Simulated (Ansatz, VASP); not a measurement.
# One calculation of TiAl3, two programs

POSCAR

```
TiAl3
1.0
    3.8749206071      0.0000000000      0.0000000000
    0.0000000000      3.8749206071      0.0000000000
    0.0000000000      0.0000000000      3.8749206071
Ti Al
1 3
Direct
    0.0000000000      0.0000000000      0.0000000000
    0.5000000000      0.5000000000      0.0000000000
    0.5000000000      0.0000000000      0.5000000000
    0.0000000000      0.5000000000      0.5000000000
```

File INCAR.step1:

```
PREC = Accurate
ENCUT = 520
ISMEAR = 0
SIGMA = 0.1
LREAL = False
LASPH = True
NELM = 80
NBANDS = 18
GGA = PE
ALGO = Normal
EDIFF = 1E-4
LWAVE = True
LCHARG = False
```

File INCAR.step2:

```
PREC = Accurate
ENCUT = 520
EDIFF = 1E-6
ISMEAR = 0
SIGMA = 0.1
LREAL = False
LASPH = True
NELM = 80
ALGO = Normal
ISIF = 2
LWAVE = False
LCHARG = True
METAGGA = R2SCAN
LMIXTAU = True
LELF = True
LVHAR = True
NBANDS = 18
ISTART = 1
```

Contents of KPOINTS:

```
regular mesh
0
Gamma
  10 10 10
```

Input for Ansatz:

```yaml
crystal:
  lattice:
    - [3.8749206071, 0.0, 0.0]
    - [0.0, 3.8749206071, 0.0]
    - [0.0, 0.0, 3.8749206071]
  atoms:
    - { symbol: Ti, position: [0.0, 0.0, 0.0] }
    - { symbol: Al, position: [0.5, 0.5, 0.0] }
    - { symbol: Al, position: [0.5, 0.0, 0.5] }
    - { symbol: Al, position: [0.0, 0.5, 0.5] }
basis:
  ecutwfc: 500
kpoints:
  mp_grid: { grid: [10, 10, 10] }
hamiltonian:
  xc: r2scan
scf:
  occupations: { method: gaussian, width: 0.1 }
output:
  forces: true
  stress: true
  eigenvalues: true
  write_density: true
  write_potential: true
  elf: true
  volumetric_format: npy
```

Alike in both runs: task single point; functional r2SCAN; k mesh 10 × 10 × 10; occupations gaussian, width 0.1 eV; no spin polarisation.

```csv
,VASP,Ansatz
version,VASP 6.6.1,Ansatz 0.2.0
potentials or method,"VASP PAW PBE potentials, release 64 (Ti_sv, Al), cutoff 520 eV","scalar-relativistic, plane waves, PAW"
valence electrons in the cell,21,21
```

```csv
,VASP,Ansatz,Ansatz less VASP
gap on the k mesh at the Fermi level (eV),none,none,-
pressure (GPa),8.0,8.1,+0.11
```

VASP's potentials were made for PBE, not for r2SCAN. A gap of «none» marks a metal or a gap that the smearing closes.
